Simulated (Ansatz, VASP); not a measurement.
# VN in VASP and in Ansatz

```xyz
2
Lattice="0.0000 2.0625 2.0625 2.0625 0.0000 2.0625 2.0625 2.0625 0.0000" Properties=species:S:1:pos:R:3 pbc="T T T"
V     0.0000    0.0000    0.0000
N     2.0625    2.0625    2.0625
```

Alike in both runs: task single point; functional PBE; k mesh 2 × 2 × 2; occupations gaussian, width 0.1 eV; collinear spin.

|  | VASP | Ansatz |
| --- | --- | --- |
| version | VASP 6.6.1 | Ansatz 0.2.0 |
| potentials or method | VASP PAW PBE potentials, release 64 (V_sv, N), cutoff 600 eV | scalar-relativistic, plane waves, PAW |
| valence electrons in the cell | 18 | 18 |

```csv
,VASP,Ansatz,Ansatz less VASP
pressure (GPa),-0.9,-1.1,-0.29
net moment per atom (μB),0.00,0.00,-0.001
```

Ansatz's warnings: filled band counts differ across k points, seeded moment not kept.

The k mesh is coarse, so the values compare programs but aren't converged.
